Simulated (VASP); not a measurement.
A run of VASP 6.6.1 is set up as follows.

The input INCAR:

```
SYSTEM = C
PREC = Accurate
ENCUT = 520
EDIFF = 1E-6
ISMEAR = 0
SIGMA = 0.05
LREAL = .False.
LASPH = .True.
NELM = 100
ALGO = Normal
ISIF = 2
LWAVE = .False.
LCHARG = .True.
GGA = PS
LELF = .True.
LVHAR = .True.
NBANDS = 11
```

The input KPOINTS:

```
Automatic mesh
0
Gamma
  12 12 12
  0 0 0
```

POSCAR

```
C
1.0
    0.0000000000      1.9260720000      1.9260720000
    1.9260720000      0.0000000000      1.9260720000
    1.9260720000      1.9260720000      0.0000000000
C
2
Direct
    0.5000000000      0.5000000000      0.5000000000
    0.7500000000      0.7500000000      0.7500000000
```

Potentials or basis: VASP PAW PBE potentials, release 64 (C).

Run with:

```bash
$ cat potpaw_PBE.64/C/POTCAR > POTCAR
$ mpirun -np 1 vasp_std > vasp.out
```

Q: What does it give for the band gap on the k mesh?

A: 3.53 eV, indirect (least direct gap 4.91 eV).

Q: Predict the pressure.

A: -68.7 GPa.

Caveat: the cell differs from its parent crystal (strain +0.080 along x and y, +0.080 along z); the PAW data sets were made with another functional, which shifts forces and pressure a little. A k mesh can miss the band edges.
